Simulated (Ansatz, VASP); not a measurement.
NbP in VASP and in Ansatz

```
CELL_PARAMETERS angstrom
2.54812 0.00000 0.00000
0.00000 2.54812 0.00000
0.00000 0.00000 2.54812
ATOMIC_POSITIONS crystal
Nb 0.00000 0.00000 0.00000
P 0.50000 0.50000 0.50000
```

Change from the starting cell: volume scaled by 0.55, LAPW.

Alike in both runs: task single point; functional PBE; k mesh 13 × 13 × 13; occupations fermi-dirac, width 0.1 eV; no spin polarisation.

```csv
,VASP,Ansatz
version,VASP 6.6.1,Ansatz 0.2.0
potentials or method,"VASP PAW PBE potentials, release 64 (Nb_sv, P), cutoff 520 eV","all-electron LAPW, scalar-relativistic"
```

|  | VASP | Ansatz | Ansatz less VASP |
| --- | --- | --- | --- |
| pressure (GPa) | 382.3 | 384.3 | +1.94 |

Both programs put the cell under a high pressure, so it lies far from rest at this level. Ansatz ran all-electron here, and VASP with PAW potentials.

Noted on VASP's run: the cell as given lies far from equilibrium.
